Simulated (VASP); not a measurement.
# AlN (Cmc2_1) in VASP: notebook

AlN is run at these levels: r2SCAN; tasks: single point.

Program: VASP 6.6.1. These are calculated values, not measurements. Logs are shortened: lines on timing, memory, paths and dates and some standing lists are left out, and cuts for length are marked.

**1. The cell of the first run**

The structure is orthorhombic, space group Cmc2_1 (No. 36). Conventional cell: a = 3.013 Å, b = 5.542 Å, c = 4.978 Å, α = 90.00°, β = 90.00°, γ = 90.00°. Al (site symmetry m) has 4 N at 1.86 to 1.94 Å within 2.5 Å. N (site symmetry m) has 4 Al at 1.86 to 1.94 Å within 2.5 Å.

**2. Single point, r2SCAN (strain -0.0300 x Voigt [1, -1, 0, 0, 0, 0])**

POSCAR reads:

```
AlN
1.0
    3.0134653785      0.0000000000      0.0000000000
   -1.5067326892      2.7711646374      0.0000000000
    0.0000000000      0.0000000000      4.9784048354
Al N
2 2
Direct
    0.3333333333      0.6666666667      0.0016929024
    0.6666666667      0.3333333333      0.5016929024
    0.3333333333      0.6666666667      0.3833070976
    0.6666666667      0.3333333333      0.8833070976
```

INCAR.step1 reads:

```
PREC = Accurate ; ENCUT = 520
ISMEAR = 0 ; SIGMA = 0.05
LREAL = F ; LASPH = T
NELM = 100 ; NBANDS = 16
GGA = PE ; ALGO = Normal
EDIFF = 1E-4 ; LWAVE = T
LCHARG = F
```

INCAR.step2 reads:

```
PREC = Accurate ; ENCUT = 520
EDIFF = 1E-7 ; ISMEAR = 0
SIGMA = 0.05 ; LREAL = F
LASPH = T ; NELM = 100
ALGO = Normal ; ISIF = 2
LWAVE = F ; LCHARG = T
METAGGA = R2SCAN ; LMIXTAU = T
LELF = T ; LVHAR = T
NBANDS = 16 ; ISTART = 1
```

KPOINTS reads:

```
regular mesh
0
Gamma
  12 12 6
```

Potentials or basis: VASP PAW PBE potentials, release 64 (Al, N).

On the command line:

```console
cat potpaw_PBE.64/Al/POTCAR potpaw_PBE.64/N/POTCAR > POTCAR
cp INCAR.step1 INCAR
mpirun -np 1 vasp_std > vasp.out
cp INCAR.step2 INCAR
mpirun -np 1 vasp_std > vasp.out
```

OUTCAR:

```text
PREC = Accurate
   ENCUT = 520
   EDIFF = 1E-7
   ISMEAR = 0
   LREAL = F
   LASPH = T
   NELM = 100
   ISIF = 2
   METAGGA = R2SCAN
   ISTART = 1

 ion  position               nearest neighbor table
   1  0.333  0.667  0.002-   4 1.86   4 1.86   3 1.90   4 1.94   2 3.05   2 3.05   2 3.05   2 3.05
                             2 3.10   2 3.10
   2  0.667  0.333  0.502-   3 1.86   3 1.86   4 1.90   3 1.94   1 3.05   1 3.05   1 3.05   1 3.05
                             1 3.10   1 3.10
   3  0.333  0.667  0.383-   2 1.86   2 1.86   1 1.90   2 1.94
   4  0.667  0.333  0.883-   1 1.86   1 1.86   2 1.90   1 1.94

  LATTYP: Found a base centered orthorhombic cell.
 ALAT       =     3.0134653785
 B/A-ratio  =     1.8391879709
 C/A-ratio  =     1.6520531050

  Lattice vectors:

 A1 = (   1.5067326892,  -2.7711646374,   0.0000000000)
 A2 = (   1.5067326893,   2.7711646374,   0.0000000000)
 A3 = (   0.0000000000,   0.0000000000,   4.9784048354)

Analysis of symmetry for initial positions (statically):
=====================================================================
 Subroutine PRICEL returns:
 Original cell was already a primitive cell.

 Routine SETGRP: Setting up the symmetry group for a
 base centered orthorhombic supercell.

 Subroutine GETGRP returns: Found  4 space group operations
 (whereof  2 operations were pure point group operations)
 out of a pool of  8 trial point group operations.

The static configuration has the point symmetry C_1h.
 The point group associated with its full space group is C_2v.

Analysis of symmetry for dynamics (positions and initial velocities):
=====================================================================
 Subroutine PRICEL returns:
 Original cell was already a primitive cell.

 Routine SETGRP: Setting up the symmetry group for a
 base centered orthorhombic supercell.

 Subroutine GETGRP returns: Found  4 space group operations
 (whereof  2 operations were pure point group operations)
 out of a pool of  8 trial point group operations.

The dynamic configuration has the point symmetry C_1h.
 The point group associated with its full space group is C_2v.

 Subroutine INISYM returns: Found  4 space group operations
 (whereof  2 operations are pure point group operations),
 and found     1 'primitive' translations

----------------------------------------------------------------------------------------

                                     Primitive cell

  volume of cell :      41.5737

  direct lattice vectors                    reciprocal lattice vectors
     3.013465378  0.000000000  0.000000000     0.331843866  0.180429554  0.000000000
    -1.506732689  2.771164637  0.000000000     0.000000000  0.360859108  0.000000000
     0.000000000  0.000000000  4.978404835     0.000000000  0.000000000  0.200867554

  length of vectors
     3.013465378  3.154298154  4.978404835     0.377723676  0.360859108  0.200867554

  position of ions in fractional coordinates (direct lattice)
     0.333333333  0.666666667  0.001692902
     0.666666667  0.333333333  0.501692902
     0.333333333  0.666666667  0.383307098
     0.666666667  0.333333333  0.883307098

  ion indices of the primitive-cell ions
   primitive index   ion index
                 1           1
                 2           2
                 3           3
                 4           4

----------------------------------------------------------------------------------------

 KPOINTS: regular mesh

Automatic generation of k-mesh.
 Grid dimensions read from file:
 generate k-points for:   12   12    6

 Generating k-lattice:

  Cartesian coordinates                     Fractional coordinates (reciprocal lattice)
     0.027653655  0.015035796  0.000000000     0.083333333  0.000000000  0.000000000
     0.000000000  0.030071592  0.000000000     0.000000000  0.083333333  0.000000000
     0.000000000  0.000000000  0.033477926     0.000000000  0.000000000  0.166666667

  Length of vectors
     0.031476973  0.030071592  0.033477926

  Shift w.r.t. Gamma in fractional coordinates (k-lattice)
     0.000000000  0.000000000  0.000000000

 Subroutine IBZKPT returns following result:
 ===========================================

 Found    172 irreducible k-points:

 Following reciprocal coordinates:
            Coordinates               Weight
  0.000000  0.000000  0.000000      1.000000
  0.083333  0.000000  0.000000      4.000000
  0.166667  0.000000  0.000000      4.000000
  0.250000  0.000000  0.000000      4.000000
  0.333333  0.000000  0.000000      4.000000
  0.416667  0.000000  0.000000      4.000000
[... 16 lines left out ...]
  0.333333  0.166667  0.000000      4.000000
  0.416667  0.166667  0.000000      4.000000
 [... further k-points ...]
   k-points           NKPTS =    172   k-points in BZ     NKDIM =    172   number of bands    NBANDS=     16
   number of dos      NEDOS =    301   number of ions     NIONS =      4
   total plane-waves  NPLWV =  23040
   dimension x,y,z NGX =    24 NGY =   24 NGZ =   40
   dimension x,y,z NGXF=    48 NGYF=   48 NGZF=   80
   ions per type =               2   2
   NGX,Y,Z   is equivalent  to a cutoff of  13.24, 12.65, 13.36 a.u.
   NGXF,Y,Z  is equivalent  to a cutoff of  26.48, 25.30, 26.71 a.u.
 SYSTEM =  unknown system
   PREC   = accura    normal or accurate (medium, high low for compatibility)
   ISTART =      1    job   : 0-new  1-cont  2-samecut
   ICHARG =      0    charge: 1-file 2-atom 10-const
   ISPIN  =      1    spin polarized calculation?
   LNONCOLLINEAR =      F non collinear calculations
   LSORBIT =      F    spin-orbit coupling
   LASPH  =      T    aspherical Exc in radial PAW
   ENCUT  =  520.0 eV  38.22 Ry    6.18 a.u.   5.60  5.86  9.26*2*pi/ulx,y,z
   NELM   =    100;   NELMIN=  2; NELMDL=  0     # of ELM steps
   EDIFF  = 0.1E-06   stopping-criterion for ELM
   LREAL  =      F    real-space projection
   EDIFFG = 0.1E-05   stopping-criterion for IOM
   NSW    =      0    number of steps for IOM
   IBRION =     -1    ionic relax: 0-MD 1-quasi-New 2-CG
   NFREE  =      0    steps in history (QN), initial steepest desc. (CG)
   ISIF   =      2    stress and relaxation
   ISYM   =      2    0-nonsym 1-usesym 2-fastsym
   POTIM  = 0.5000    time-step for ionic-motion
   TEBEG  =    0.0;   TEEND  =   0.0 temperature during run
   PSTRESS=    0.0 pullay stress
   NELECT =      16.0000    total number of electrons
   NUPDOWN=      -1.0000    fix difference up-down
   EMIN   =  10.00;   EMAX   =-10.00  energy-range for DOS
   EFERMI =   0.00;   METHOD = LEGACY
   ISMEAR =     0;   SIGMA  =   0.05  broadening in eV -4-tet -1-fermi 0-gaus
   EFERMI_NEDOS =   21; number of points for ismear=-14 and -15
   IALGO  =     38    algorithm
   IMIX   =      4    mixing-type and parameters
     AMIX     =   0.40;   BMIX     =  1.00
     AMIX_MAG =   1.60;   BMIX_MAG =  1.00
  volume/ion in A,a.u.               =      10.39        70.14
  Fermi-wavevector in a.u.,A,eV,Ry     =   1.190808  2.250302 19.293398  1.418025
  Thomas-Fermi vector in A             =   2.326885
   LORBIT       =      0    0 simple, 1 ext, 2 COOP (PROOUT), +10 PAW based schemes
   METAGGA = R2SCAN    functional components
   LHFCALC =     F    Hartree Fock is set to
   AEXX    =    0.0000 exact exchange contribution
   IVDW    =     0    specifies the selected vdW correction
   LEPSILON=     F    determine dielectric tensor
   LRPA    =     F    only Hartree local field effects (RPA)
 non-spin polarized calculation
 Gauss-broadening in eV      SIGMA  =   0.05
  energy-cutoff  :      520.00
  volume of cell :       41.57
 maximum number of plane-waves:      1148
   NGX = 11   NGY = 11   NGZ = 19

 number of electron      15.9999998 magnetization

 Free energy of the ion-electron system (eV)
  ---------------------------------------------------
  ext. energy  EPLUGINS =         0.00000000
  ---------------------------------------------------
  free energy    TOTEN  =       -38.36763410 eV

  energy without entropy =      -38.36763410  energy(sigma->0) =      -38.36763410

 E-fermi :   6.2275     XC(G=0): -11.4210

 val. band max:        5.9276725328   @ k =   0.0000   0.0000   0.0000
 cond. band min:      10.8085591368   @ k =   0.0000   0.0000   0.0000
 fundamental gap:      4.8808866040
 Fermi energy:         6.2275254047

 k-point     1 :       0.0000    0.0000    0.0000
  band No.  band energies     occupation
      1     -10.0596      2.00000
      2      -7.9369      2.00000
      3      -0.1487      2.00000
      4       4.8559      2.00000
      5       5.2456      2.00000
      6       5.5392      2.00000
[... 8 lines left out ...]
     15      20.1599      0.00000
     16      20.6745      0.00000

 k-point     2 :       0.0833    0.0000    0.0000
  band No.  band energies     occupation
      1      -9.9666      2.00000
      2      -7.8837      2.00000
      3      -0.0370      2.00000
      4       4.6588      2.00000
      5       4.8895      2.00000
      6       5.3617      2.00000
[... 8 lines left out ...]
     15      19.9306      0.00000
     16      20.4097      0.00000

 k-point     3 :       0.1667    0.0000    0.0000
  band No.  band energies     occupation
      1      -9.6962      2.00000
      2      -7.7383      2.00000
      3       0.2921      2.00000
      4       3.7608      2.00000
      5       4.3701      2.00000
      6       4.6157      2.00000
[... 8 lines left out ...]
     15      19.3508      0.00000
     16      19.5135      0.00000
[... 362 lines left out ...]
 k-point    23 :       0.3333    0.1667    0.0000
  band No.  band energies     occupation
      1      -8.1621      2.00000
      2      -7.3408      2.00000
      3       1.0291      2.00000
      4       1.9687      2.00000
      5       2.4125      2.00000
      6       3.0198      2.00000
[... 8 lines left out ...]
     15      19.7684      0.00000
     16      21.7276      0.00000

 k-point    24 :       0.4167    0.1667    0.0000
  band No.  band energies     occupation
      1      -7.8700      2.00000
      2      -7.3989      2.00000
      3       0.7413      2.00000
      4       1.9346      2.00000
      5       2.7751      2.00000
      6       2.9044      2.00000
[... 8 lines left out ...]
     15      19.8430      0.00000
     16      21.7245      0.00000

 [... further k-points ...]

------------------------ aborting loop because EDIFF is reached ----------------------------------------

  FORCE on cell =-STRESS in cart. coord.  units (eV):
  Direction    XX          YY          ZZ          XY          YZ          ZX
  --------------------------------------------------------------------------------------
  -------------------------------------------------------------------------------------
  Total        3.0953356     -2.8157440     -0.0910988     -0.0000000      0.0000000      0.0000000
  in kB      119.2887753   -108.5138093     -3.5107884     -0.0000000      0.0000000      0.0000000
  external PRESSURE =       2.4213925 kB  Pullay stress =       0.0000000 kB

 VOLUME and BASIS-vectors are now :
 -----------------------------------------------------------------------------
  energy-cutoff  :      520.00
  volume of cell :       41.57
      direct lattice vectors                 reciprocal lattice vectors
     3.013465378  0.000000000  0.000000000     0.331843866  0.180429554  0.000000000
    -1.506732689  2.771164637  0.000000000     0.000000000  0.360859108  0.000000000
     0.000000000  0.000000000  4.978404835     0.000000000  0.000000000  0.200867554

 POSITION                                       TOTAL-FORCE (eV/Angst)
 -----------------------------------------------------------------------------------
     -0.00000      1.84744      0.00843         0.000000      0.471350      0.043835
      1.50673      0.92372      2.49763        -0.000000     -0.471350      0.043835
     -0.00000      1.84744      1.90826         0.000000      0.578283     -0.043835
      1.50673      0.92372      4.39746        -0.000000     -0.578283     -0.043835
 -----------------------------------------------------------------------------------
    total drift:                               -0.000000     -0.000000      0.000265

  FREE ENERGIE OF THE ION-ELECTRON SYSTEM (eV)
  ---------------------------------------------------
  free  energy   TOTEN  =       -38.3676341008 eV

  energy  without entropy=      -38.3676341008  energy(sigma->0) =      -38.36763410
```

Wall time 7.2 min (1 thread of Intel Xeon 8259CL, shared host); peak memory 0.24 GiB.

Results:

| Quantity | Value |
| --- | --- |
| Free energy | -38.3676 eV |
| Pressure | 0.2 GPa |
| Largest force | 0.580 eV/Å |
| Band gap on the k mesh | 4.88 eV |

Forces on the atoms (eV/Å):
```
Al   0.000  0.471  0.044
Al   0.000 -0.471  0.044
N    0.000  0.578 -0.044
N    0.000 -0.578 -0.044
```

Stress tensor (GPa, compression positive):
```
 11.93   0.00   0.00
  0.00 -10.85   0.00
  0.00   0.00  -0.35
```

Levels at points of the mesh, in eV from the valence-band top:
```csv
k point,band 4,band 5,band 6,band 7,band 8,band 9,band 10,band 11,band 12,band 13
"(0.00, 0.00, 0.00)",-1.07,-0.68,-0.39,-0.04,0.00,4.88,7.42,11.35,11.89,12.67
"(0.50, 0.00, 0.00)",-4.20,-3.27,-2.34,-1.75,-0.84,6.27,6.43,8.89,11.15,11.46
"(0.00, 0.50, 0.00)",-4.26,-3.62,-1.77,-1.71,-0.40,6.44,7.20,9.40,11.17,12.57
"(0.00, 0.00, 0.50)",-3.38,-0.74,-0.74,-0.37,-0.37,7.17,7.17,11.11,11.11,12.14
"(0.50, 0.00, 0.50)",-5.60,-1.68,-1.68,-1.34,-1.34,5.90,5.90,10.05,10.05,12.90
"(0.00, 0.50, 0.50)",-5.79,-1.46,-1.46,-1.12,-1.12,6.16,6.16,10.46,10.46,12.87
```

Caveat: the cell differs from its parent crystal (strain -0.0300 x Voigt [1, -1, 0, 0, 0, 0]); the stress differs along the axes, from -11 to 12 GPa; the PAW data sets were made with another functional, which shifts forces and pressure a little. A k mesh can miss the band edges.

(Continued in part 2 of 2.)
